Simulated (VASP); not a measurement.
Runs of VASP 6.6.1 on Cd. The structure is that of space group Pm-3m (No. 221), or close to it. The cells are those of the table. This isn't the form of Cd at room conditions, which is hcp.

```csv
task,cell,k mesh,cutoff (eV),gap on the mesh (eV),pressure (GPa),relaxed volume (Å³/atom)
relaxation of cell and atoms,"relaxed from a = 2.965 Å, 1 atom",18 × 18 × 18,600,none,-0.1,25.69
relaxation of cell and atoms,"relaxed from a = 2.828 Å, 1 atom",6 × 6 × 6,600,none,0.0,(b)
single point,"a = 2.965 Å, 1 atom",6 × 6 × 6,520,none,0.2,-
single point,"a = 2.945 Å, 1 atom",18 × 18 × 18,520,none,0.3,-
single point,"a = 2.828 Å, 1 atom",6 × 6 × 6,520,none,(a),-
```

Alike in all rows: level r2SCAN; potentials or basis VASP PAW PBE potentials, release 64 (Cd); no spin polarisation; smearing gaussian 0.1 eV.

Problem. Estimate the missing entries.

Solution. (a) 8.7; (b) 26.15.

Caveats: some runs use coarse meshes; the PAW data sets were made with another functional, which shifts forces and pressure a little; the volume moved by over 15 % at a fixed basis, so the end points are rough (at least some runs).

A k mesh can miss the band edges, and the runs leave out spin-orbit coupling on Cd.

A gap of «none» marks levels without a gap at the run's occupations.
